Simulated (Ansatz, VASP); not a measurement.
## MgB2: VASP beside Ansatz

```
CELL_PARAMETERS angstrom
3.07262 0.00000 0.00000
-1.53631 2.66096 0.00000
0.00000 0.00000 3.53228
ATOMIC_POSITIONS crystal
Mg 0.00000 0.00000 0.00000
B 0.66667 0.33333 0.50000
B 0.33333 0.66667 0.50000
```

Alike in both runs: functional PBE; k mesh 15 × 15 × 12; occupations gaussian, width 0.1 eV; no spin polarisation.

Ansatz relaxed the structure, and its values are those at the end. VASP's run is a single point on that final structure, the one shown.

|  | VASP | Ansatz |
| --- | --- | --- |
| version | VASP 6.6.1 | Ansatz 0.2.0 |
| potentials or method | VASP PAW PBE potentials, release 64 (Mg, B), cutoff 600 eV | scalar-relativistic, plane waves, PAW |
| valence electrons in the cell | 8 | 16 |

Ansatz gave:

- gap on the k mesh at the Fermi level (eV): none
- pressure (GPa): 0.0

Q: Which values does VASP return?

A: gap on the k mesh at the Fermi level (eV): none; pressure (GPa): -0.3.

A gap of «none» marks a metal or a gap that the smearing closes. VASP's potentials hold 8 valence electrons a cell and Ansatz's 16, so a difference there can come from the potentials and not from the codes.
